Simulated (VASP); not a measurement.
**KI: single point with LDA**

Crystal: KI.

```
I K
1.0
     0.00000    3.41279    3.41279
     3.41279    0.00000    3.41279
     3.41279    3.41279    0.00000
I K
1 1
Direct
  0.50000 0.50000 0.50000
  0.00000 0.00000 0.00000
```

- Program: VASP 6.6.1
- Task: single point
- Functional: LDA
- Potentials or basis: VASP PAW LDA potentials, release 64 (I, K_sv)
- Cutoff: 520 eV
- k mesh: 5 × 5 × 5
- Occupations: gaussian, width 0.1 eV
- Spin: non-collinear spin, zero start, spin-orbit coupling
- Starting moments: [[0.0, 0.0, 0.0], [0.0, 0.0, 0.0]] μB

```json
{"Pressure": "0.0 GPa", "Net moment": "0.00 μB per cell", "Valence electrons inside the program's atomic spheres": "I 4.36; K 7.55"}
```

Moments on the atoms (μB; x, y, z):
```
I   0.00 0.00 0.00
K   0.00 0.00 0.00
```

It took 46 s on 1 thread of Intel(R) Xeon(R) Platinum 8259CL CPU @ 2.50GHz (Skylake/Cascade Lake), with other jobs on the host, peak memory 0.31 GiB.
